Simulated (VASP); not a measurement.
Crystal: BAs.

```
CELL_PARAMETERS angstrom
0.00000 2.39187 2.42775
2.39187 0.00000 2.42775
2.39187 2.39187 0.00000
ATOMIC_POSITIONS crystal
B 0.00000 0.00000 0.00000
As 0.25000 0.25000 0.25000
```

This cell differs from its parent crystal: uniaxial z strain +1.5%.

Program: VASP 6.6.1. Alike in all runs: task single point; potentials or basis VASP PAW PBE potentials, release 64 (B, As); no spin polarisation; cell as given. Hardware: 1 thread of AMD EPYC 9R45 96-Core Processor (Zen 5) (shared host).

Order these runs on this cell by their wall time, lowest first.
A. level PBE; k mesh 6 × 6 × 6; cutoff (eV) 500; smearing gaussian 0.01 eV
B. level PBE; k mesh 10 × 10 × 10; cutoff (eV) 500; smearing fermi-dirac 0.02 eV
C. level r2SCAN; k mesh 10 × 10 × 10; cutoff (eV) 550; smearing gaussian 0.01 eV

A (6 s), B (17 s), C (88 s).
